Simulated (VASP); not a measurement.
# CdS (R3m) in VASP: settings compared

CdS is run at these levels: PBE, r2SCAN; tasks: single point.

Everything below comes from runs of VASP 6.6.1. Logs are shortened: lines on timing, memory, paths and dates and some standing lists are left out, and cuts for length are marked.

## (1) The cell of the first run

Symmetry: R3m, No. 160, trigonal system. The conventional cell has a = 4.115 Å, b = 4.115 Å, c = 10.274 Å, α = 90.00°, β = 90.00°, γ = 120.00°. Within 3.3 Å of Cd (site symmetry 3m) lie 4 S at 2.54 Å. Within 3.3 Å of S (site symmetry 3m) lie 4 Cd at 2.54 Å.

## (2) Single point, PBE (epitaxial 111 strain -1.0%)

INCAR

```
PREC = Accurate
ENCUT = 520
EDIFF = 1E-6
ISMEAR = -1
SIGMA = 0.02
LREAL = F
LASPH = T
NELM = 80
ALGO = Normal
ISIF = 2
LWAVE = F
LCHARG = F
GGA = PE
NBANDS = 16
```

KPOINTS

```
regular mesh
0
Gamma
  8 8 8
```

POSCAR

```
CdS
1.0
    0.0373406500      2.9471633446      2.9471633446
    2.9471633446      0.0373406500      2.9471633446
    2.9471633446      2.9471633446      0.0373406500
Cd S
1 1
Direct
    0.0014428210      0.0014428210      0.0014428210
    0.2485571790      0.2485571790      0.2485571790
```

Potentials or basis: VASP PAW PBE potentials, release 64 (Cd, S).

Command:

```console
$ cat potpaw_PBE.64/Cd/POTCAR potpaw_PBE.64/S/POTCAR > POTCAR
$ mpirun -np 1 vasp_std > vasp.out
```

OUTCAR:

```text
PREC = Accurate
   ENCUT = 520
   EDIFF = 1E-6
   ISMEAR = -1
   LREAL = F
   LASPH = T
   NELM = 80
   ISIF = 2
   GGA = PE

 ion  position               nearest neighbor table
   1  0.001  0.001  0.001-   2 2.54   2 2.54   2 2.54   2 2.54
   2  0.249  0.249  0.249-   1 2.54   1 2.54   1 2.54   1 2.54

  LATTYP: Found a trigonal (rhomboedric) cell.
 ALAT       =     4.1680856378
 COS(alpha) =     0.5126288846

  Lattice vectors:

 A1 = (   0.0373406500,   2.9471633446,   2.9471633446)
 A2 = (   2.9471633446,   0.0373406500,   2.9471633446)
 A3 = (   2.9471633446,   2.9471633446,   0.0373406500)

Analysis of symmetry for initial positions (statically):
=====================================================================
 Subroutine PRICEL returns:
 Original cell was already a primitive cell.

 Routine SETGRP: Setting up the symmetry group for a
 trigonal (rhombohedral) supercell.

 Subroutine GETGRP returns: Found  6 space group operations
 (whereof  6 operations were pure point group operations)
 out of a pool of 12 trial point group operations.

The static configuration has the point symmetry C_3v.

Analysis of symmetry for dynamics (positions and initial velocities):
=====================================================================
 Subroutine PRICEL returns:
 Original cell was already a primitive cell.

 Routine SETGRP: Setting up the symmetry group for a
 trigonal (rhombohedral) supercell.

 Subroutine GETGRP returns: Found  6 space group operations
 (whereof  6 operations were pure point group operations)
 out of a pool of 12 trial point group operations.

The dynamic configuration has the point symmetry C_3v.

 Subroutine INISYM returns: Found  6 space group operations
 (whereof  6 operations are pure point group operations),
 and found     1 'primitive' translations

----------------------------------------------------------------------------------------

                                     Primitive cell

  volume of cell :      50.2238

  direct lattice vectors                    reciprocal lattice vectors
     0.037340650  2.947163345  2.947163345    -0.172913480  0.170750071  0.170750071
     2.947163345  0.037340650  2.947163345     0.170750071 -0.172913480  0.170750071
     2.947163345  2.947163345  0.037340650     0.170750071  0.170750071 -0.172913480

  length of vectors
     4.168085638  4.168085638  4.168085638     0.297002096  0.297002096  0.297002096

  position of ions in fractional coordinates (direct lattice)
     0.001442821  0.001442821  0.001442821
[... 77 lines left out ...]
   NELM   =     80;   NELMIN=  2; NELMDL= -5     # of ELM steps
   EDIFF  = 0.1E-05   stopping-criterion for ELM
   LREAL  =      F    real-space projection
   EDIFFG = 0.1E-04   stopping-criterion for IOM
   NSW    =      0    number of steps for IOM
   IBRION =     -1    ionic relax: 0-MD 1-quasi-New 2-CG
   NFREE  =      0    steps in history (QN), initial steepest desc. (CG)
   ISIF   =      2    stress and relaxation
   ISYM   =      2    0-nonsym 1-usesym 2-fastsym
   POTIM  = 0.5000    time-step for ionic-motion
   TEBEG  =    0.0;   TEEND  =   0.0 temperature during run
   PSTRESS=    0.0 pullay stress
   NELECT =      18.0000    total number of electrons
   NUPDOWN=      -1.0000    fix difference up-down
   EMIN   =  10.00;   EMAX   =-10.00  energy-range for DOS
   EFERMI =   0.00;   METHOD = LEGACY
   ISMEAR =    -1;   SIGMA  =   0.02  broadening in eV -4-tet -1-fermi 0-gaus
   EFERMI_NEDOS =   21; number of points for ismear=-14 and -15
   IALGO  =     38    algorithm
   IMIX   =      4    mixing-type and parameters
     AMIX     =   0.40;   BMIX     =  1.00
     AMIX_MAG =   1.60;   BMIX_MAG =  1.00
  volume/ion in A,a.u.               =      25.11       169.46
  Fermi-wavevector in a.u.,A,eV,Ry     =   1.162864  2.197495 18.398525  1.352253
  Thomas-Fermi vector in A             =   2.299421
   LORBIT       =      0    0 simple, 1 ext, 2 COOP (PROOUT), +10 PAW based schemes
   GGA     = PE    functional components
   LHFCALC =     F    Hartree Fock is set to
   AEXX    =    0.0000 exact exchange contribution
   IVDW    =     0    specifies the selected vdW correction
   LEPSILON=     F    determine dielectric tensor
   LRPA    =     F    only Hartree local field effects (RPA)
 non-spin polarized calculation
  energy-cutoff  :      520.00
  volume of cell :       50.22
 maximum number of plane-waves:      1375
   NGX = 15   NGY = 15   NGZ = 15

 number of electron      18.0000004 magnetization

 Free energy of the ion-electron system (eV)
  ---------------------------------------------------
  ext. energy  EPLUGINS =         0.00000000
  ---------------------------------------------------
  free energy    TOTEN  =        -6.13013834 eV

  energy without entropy =       -6.13013834  energy(sigma->0) =       -6.13013834

 E-fermi :   1.6695     XC(G=0):  -9.0933

 val. band max:        1.2352975002   @ k =   0.0000   0.0000   0.0000
 cond. band min:       2.3285057019   @ k =   0.0000   0.0000   0.0000
 fundamental gap:      1.0932082017
 Fermi energy:         1.6694591541

 k-point     1 :       0.0000    0.0000    0.0000
  band No.  band energies     occupation
      1     -11.0838      2.00000
      2      -6.4829      2.00000
      3      -6.4690      2.00000
      4      -6.4690      2.00000
      5      -6.0112      2.00000
      6      -6.0112      2.00000
[... 433 lines left out ...]
      3      -6.3640      2.00000
      4      -6.1105      2.00000
      5      -6.0202      2.00000
      6      -5.9637      2.00000
[... 8 lines left out ...]
     15      12.6962      0.00000
     16      13.5034      0.00000

 [... further k-points ...]

------------------------ aborting loop because EDIFF is reached ----------------------------------------

  FORCE on cell =-STRESS in cart. coord.  units (eV):
  Direction    XX          YY          ZZ          XY          YZ          ZX
  --------------------------------------------------------------------------------------
  -------------------------------------------------------------------------------------
  Total        0.7481603      0.7481603      0.7481603     -0.0985583     -0.0985583     -0.0985583
  in kB       23.8668655     23.8668655     23.8668655     -3.1440829     -3.1440829     -3.1440829
  external PRESSURE =      23.8668655 kB  Pullay stress =       0.0000000 kB

 VOLUME and BASIS-vectors are now :
 -----------------------------------------------------------------------------
  energy-cutoff  :      520.00
  volume of cell :       50.22
      direct lattice vectors                 reciprocal lattice vectors
     0.037340650  2.947163345  2.947163345    -0.172913480  0.170750071  0.170750071
     2.947163345  0.037340650  2.947163345     0.170750071 -0.172913480  0.170750071
     2.947163345  2.947163345  0.037340650     0.170750071  0.170750071 -0.172913480

 POSITION                                       TOTAL-FORCE (eV/Angst)
 -----------------------------------------------------------------------------------
      0.00856      0.00856      0.00856        -0.000455     -0.000455     -0.000455
      1.47436      1.47436      1.47436         0.000455      0.000455      0.000455
 -----------------------------------------------------------------------------------
    total drift:                               -0.000051     -0.000051     -0.000051

  FREE ENERGIE OF THE ION-ELECTRON SYSTEM (eV)
  ---------------------------------------------------
  free  energy   TOTEN  =        -6.1301383374 eV

  energy  without entropy=       -6.1301383374  energy(sigma->0) =       -6.13013834
```

OSZICAR:

```text
N       E                     dE             d eps       ncg     rms          rms(c)
DAV:   1     0.109302937319E+03    0.10930E+03   -0.89939E+03  2112   0.102E+03
DAV:   2    -0.245648299985E+01   -0.11176E+03   -0.10570E+03  2592   0.253E+02
DAV:   3    -0.665007671010E+01   -0.41936E+01   -0.41852E+01  2616   0.511E+01
DAV:   4    -0.667653973296E+01   -0.26463E-01   -0.26461E-01  2600   0.393E+00
DAV:   5    -0.667689976166E+01   -0.36003E-03   -0.36003E-03  2568   0.436E-01    0.790E+00
DAV:   6    -0.614873020252E+01    0.52817E+00   -0.84364E-01  3176   0.115E+01    0.638E+00
DAV:   7    -0.612973861430E+01    0.18992E-01   -0.19510E-01  2680   0.302E+00    0.311E+00
DAV:   8    -0.613000624320E+01   -0.26763E-03   -0.17746E-02  2440   0.168E+00    0.300E-01
DAV:   9    -0.612993584174E+01    0.70401E-04   -0.20637E-03  2560   0.667E-01    0.583E-02
DAV:  10    -0.613006121110E+01   -0.12537E-03   -0.24403E-04  2616   0.158E-01    0.673E-02
DAV:  11    -0.613014548644E+01   -0.84275E-04   -0.13379E-04  2464   0.914E-02    0.232E-02
DAV:  12    -0.613013736984E+01    0.81166E-05   -0.24822E-05  2856   0.642E-02    0.101E-02
DAV:  13    -0.613013867094E+01   -0.13011E-05   -0.42134E-06  2448   0.121E-02    0.112E-02
DAV:  14    -0.613013833742E+01    0.33353E-06   -0.30739E-07  2024   0.331E-03
   1 F= -.61301383E+01 E0= -.61301383E+01  d E =-.136698E-11
```

It took 32 s on 1 thread of Intel Xeon Platinum 8488C (Sapphire Rapids), shared host; peak memory 0.2 GiB.

What came out:

| Item | Value |
| --- | --- |
| Free energy | -6.1301 eV |
| Pressure | 2.4 GPa |
| Band gap on the k mesh | 1.09 eV, direct |

Stress tensor (GPa, compression positive):
```
 2.39 -0.31 -0.31
-0.31  2.39 -0.31
-0.31 -0.31  2.39
```

Caveat: the cell differs from its parent crystal (epitaxial 111 strain -1.0%).

## (3) Single point, PBE (epitaxial 111 strain +1.0%)

INCAR

```
SYSTEM = CdS
PREC = Accurate ; ENCUT = 520
EDIFF = 1E-7 ; ISMEAR = -1
SIGMA = 0.02 ; LREAL = .FALSE.
LASPH = .TRUE. ; NELM = 100
ALGO = Normal ; ISIF = 2
LWAVE = .FALSE. ; LCHARG = .TRUE.
GGA = PE ; LELF = .TRUE.
LVHAR = .TRUE. ; NBANDS = 16
```

KPOINTS

```
regular mesh
0
G
  8 8 8
  0 0 0
```

POSCAR

```
CdS
1.0
   -0.0373201694      2.9312868221      2.9312868221
    2.9312868221     -0.0373201694      2.9312868221
    2.9312868221      2.9312868221     -0.0373201694
Cd S
1 1
Direct
   -0.0013720839     -0.0013720839     -0.0013720839
    0.2513720839      0.2513720839      0.2513720839
```

Potentials or basis: VASP PAW PBE potentials, release 64 (Cd, S).

Command:

```console
$ cat potpaw_PBE.64/Cd/POTCAR potpaw_PBE.64/S/POTCAR > POTCAR
$ mpirun -np 1 vasp_std > vasp.out
```

OUTCAR:

```text
SYSTEM = CdS
   PREC = Accurate
   ENCUT = 520
   EDIFF = 1E-7
   ISMEAR = -1
   LREAL = .FALSE.
   LASPH = .TRUE.
   NELM = 100
   ISIF = 2
   GGA = PE

 ion  position               nearest neighbor table
   1  0.999  0.999  0.999-   2 2.55   2 2.56   2 2.56   2 2.56
   2  0.251  0.251  0.251-   1 2.55   1 2.56   1 2.56   1 2.56

  LATTYP: Found a trigonal (rhomboedric) cell.
 ALAT       =     4.1456335658
 COS(alpha) =     0.4872288437

  Lattice vectors:

 A1 = (  -0.0373201694,   2.9312868221,   2.9312868221)
 A2 = (   2.9312868221,  -0.0373201694,   2.9312868221)
 A3 = (   2.9312868221,   2.9312868221,  -0.0373201694)

Analysis of symmetry for initial positions (statically):
=====================================================================
 Subroutine PRICEL returns:
 Original cell was already a primitive cell.

 Routine SETGRP: Setting up the symmetry group for a
 trigonal (rhombohedral) supercell.

 Subroutine GETGRP returns: Found  6 space group operations
 (whereof  6 operations were pure point group operations)
[... 160 lines left out ...]

  energy without entropy =       -6.14219743  energy(sigma->0) =       -6.14219743

 E-fermi :   1.4315     XC(G=0):  -8.9915

 val. band max:        1.0716280833   @ k =   0.0000   0.0000   0.0000
 cond. band min:       2.0985334469   @ k =   0.0000   0.0000   0.0000
 fundamental gap:      1.0269053636
 Fermi energy:         1.4315417737

 k-point     1 :       0.0000    0.0000    0.0000
  band No.  band energies     occupation
      1     -11.1369      2.00000
      2      -6.5858      2.00000
      3      -6.5858      2.00000
      4      -6.5754      2.00000
      5      -6.1486      2.00000
      6      -6.1486      2.00000
[... 433 lines left out ...]
      3      -6.4764      2.00000
      4      -6.2372      2.00000
      5      -6.1628      2.00000
      6      -6.0902      2.00000
[... 8 lines left out ...]
     15      12.6410      0.00000
     16      13.3941      0.00000

 [... further k-points ...]

------------------------ aborting loop because EDIFF is reached ----------------------------------------

  FORCE on cell =-STRESS in cart. coord.  units (eV):
  Direction    XX          YY          ZZ          XY          YZ          ZX
  --------------------------------------------------------------------------------------
  -------------------------------------------------------------------------------------
  Total        0.3369394      0.3369394      0.3369394      0.1031489      0.1031489      0.1031489
  in kB       10.5157954     10.5157954     10.5157954      3.2192509      3.2192509      3.2192509
  external PRESSURE =      10.5157954 kB  Pullay stress =       0.0000000 kB

 VOLUME and BASIS-vectors are now :
 -----------------------------------------------------------------------------
  energy-cutoff  :      520.00
  volume of cell :       51.34
      direct lattice vectors                 reciprocal lattice vectors
    -0.037320169  2.931286822  2.931286822    -0.167350105  0.169508227  0.169508227
     2.931286822 -0.037320169  2.931286822     0.169508227 -0.167350105  0.169508227
     2.931286822  2.931286822 -0.037320169     0.169508227  0.169508227 -0.167350105

 POSITION                                       TOTAL-FORCE (eV/Angst)
 -----------------------------------------------------------------------------------
      5.81726      5.81726      5.81726        -0.001989     -0.001989     -0.001989
      1.46431      1.46431      1.46431         0.001989      0.001989      0.001989
 -----------------------------------------------------------------------------------
    total drift:                                0.000134      0.000134      0.000134

  FREE ENERGIE OF THE ION-ELECTRON SYSTEM (eV)
  ---------------------------------------------------
  free  energy   TOTEN  =        -6.1421974345 eV

  energy  without entropy=       -6.1421974345  energy(sigma->0) =       -6.14219743
```

OSZICAR:

```text
N       E                     dE             d eps       ncg     rms          rms(c)
DAV:   1     0.109501560957E+03    0.10950E+03   -0.90557E+03  2112   0.103E+03
DAV:   2    -0.234102611395E+01   -0.11184E+03   -0.10541E+03  2552   0.253E+02
DAV:   3    -0.666556769229E+01   -0.43245E+01   -0.43169E+01  2568   0.517E+01
DAV:   4    -0.669258370305E+01   -0.27016E-01   -0.27014E-01  2616   0.400E+00
DAV:   5    -0.669295164045E+01   -0.36794E-03   -0.36793E-03  2592   0.439E-01    0.754E+00
DAV:   6    -0.616002407801E+01    0.53293E+00   -0.85847E-01  3152   0.113E+01    0.614E+00
DAV:   7    -0.614181269326E+01    0.18211E-01   -0.18876E-01  2656   0.297E+00    0.304E+00
DAV:   8    -0.614203299084E+01   -0.22030E-03   -0.16742E-02  2456   0.161E+00    0.283E-01
DAV:   9    -0.614197993799E+01    0.53053E-04   -0.19353E-03  2568   0.628E-01    0.600E-02
DAV:  10    -0.614211775446E+01   -0.13782E-03   -0.24275E-04  2576   0.151E-01    0.700E-02
DAV:  11    -0.614220454320E+01   -0.86789E-04   -0.14159E-04  2488   0.903E-02    0.258E-02
DAV:  12    -0.614219649776E+01    0.80454E-05   -0.23220E-05  2784   0.598E-02    0.968E-03
DAV:  13    -0.614219760671E+01   -0.11089E-05   -0.32988E-06  2496   0.107E-02    0.717E-03
DAV:  14    -0.614219744589E+01    0.16082E-06   -0.23739E-07  2768   0.302E-03    0.465E-03
DAV:  15    -0.614219743449E+01    0.11391E-07   -0.24145E-08  1760   0.972E-04
   1 F= -.61421974E+01 E0= -.61421974E+01  d E =-.252139E-10
```

stdout:

```text
POSCAR found type information on POSCAR CdS
 POSCAR found :  2 types and       2 ions
 scaLAPACK will be used
 LDA part: xc-table for (Slater+PW92), standard interpolation
 POSCAR, INCAR and KPOINTS ok, starting setup
 FFT: planning ... GRIDC
 FFT: planning ... GRID_SOFT
 FFT: planning ... GRID
 WAVECAR not read
 entering main loop
```

It took 31 s on 1 thread of Intel Xeon Platinum 8488C (Sapphire Rapids), shared host; peak memory 0.2 GiB.

Results:

* Free energy: -6.1422 eV
* Pressure: 1.1 GPa
* Largest force: 0.003 eV/Å
* Band gap on the k mesh: 1.03 eV, direct

Forces in eV/Å, atoms in the order of the input:
```
Cd  -0.002 -0.002 -0.002
S    0.002  0.002  0.002
```

Stress tensor (GPa, compression positive):
```
1.05 0.32 0.32
0.32 1.05 0.32
0.32 0.32 1.05
```

Levels at points of the mesh, in eV from the valence-band top:
```csv
k point,band 7,band 8,band 9,band 10,band 11,band 12
"(0.00, 0.00, 0.00)",-0.07,-0.07,0.00,1.03,6.44,6.44
"(0.50, 0.00, 0.00)",-4.26,-0.77,-0.69,2.96,7.00,7.00
"(0.50, 0.50, 0.00)",-3.85,-1.86,-1.75,3.55,4.28,9.03
"(0.50, 0.50, 0.50)",-4.19,-0.79,-0.79,2.81,6.86,6.86
```

Caveat: the cell differs from its parent crystal (epitaxial 111 strain +1.0%).

## (4) Single point, r2SCAN (epitaxial 111 strain -2.0%)

POSCAR

```
CdS
1.0
    0.0746129383      2.9550434845      2.9550434845
    2.9550434845      0.0746129383      2.9550434845
    2.9550434845      2.9550434845      0.0746129383
Cd S
1 1
Direct
    0.0028208299      0.0028208299      0.0028208299
    0.2471791701      0.2471791701      0.2471791701
```

INCAR.step1

```
SYSTEM = CdS
PREC = Accurate ; ENCUT = 520
ISMEAR = 0 ; SIGMA = 0.01
LREAL = .FALSE. ; LASPH = .TRUE.
NELM = 60 ; NBANDS = 16
GGA = PE ; ALGO = Normal
EDIFF = 1E-4 ; LWAVE = .TRUE.
LCHARG = .FALSE.
```

INCAR.step2

```
SYSTEM = CdS
PREC = Accurate ; ENCUT = 520
EDIFF = 1E-6 ; ISMEAR = 0
SIGMA = 0.01 ; LREAL = .FALSE.
LASPH = .TRUE. ; NELM = 60
ALGO = Normal ; ISIF = 2
LWAVE = .FALSE. ; LCHARG = .FALSE.
METAGGA = R2SCAN ; LMIXTAU = .TRUE.
NBANDS = 16 ; ISTART = 1
```

KPOINTS is that of step 3.

Command:

```console
$ cat potpaw_PBE.64/Cd/POTCAR potpaw_PBE.64/S/POTCAR > POTCAR
$ cp INCAR.step1 INCAR
$ mpirun -np 1 vasp_std > vasp.out
$ cp INCAR.step2 INCAR
$ mpirun -np 1 vasp_std > vasp.out
```

Wall time 90 s (1 thread of Intel Xeon Platinum 8488C (Sapphire Rapids), shared host); peak memory 0.21 GiB.

It converged, with:

```
Free energy            : -29.6711 eV
Pressure               : 1.7 GPa
Largest force          : 0.008 eV/Å
Band gap on the k mesh : 1.52 eV, direct
```

Forces on the atoms (eV/Å):
```
Cd   0.005  0.005  0.005
S   -0.005 -0.005 -0.005
```

Stress tensor (GPa, compression positive):
```
 1.68 -0.68 -0.68
-0.68  1.68 -0.68
-0.68 -0.68  1.68
```

Levels at points of the mesh, in eV from the valence-band top:
```tsv
k point	band 6	band 7	band 8	band 9	band 10	band 11	band 12	band 13
(0.00, 0.00, 0.00)	-7.51	-0.17	0.00	0.00	1.52	6.74	7.19	7.19
(0.50, 0.00, 0.00)	-7.10	-4.47	-0.94	-0.75	3.33	7.33	7.37	7.89
(0.50, 0.50, 0.00)	-7.06	-4.02	-2.07	-1.86	3.73	4.75	9.69	11.48
(0.50, 0.50, 0.50)	-7.18	-4.62	-0.73	-0.73	3.68	7.66	7.66	7.69
```

Caveat: the cell differs from its parent crystal (epitaxial 111 strain -2.0%); the PAW data sets were made with another functional, which shifts forces and pressure a little.

(Part 1 of 2 ends here.)
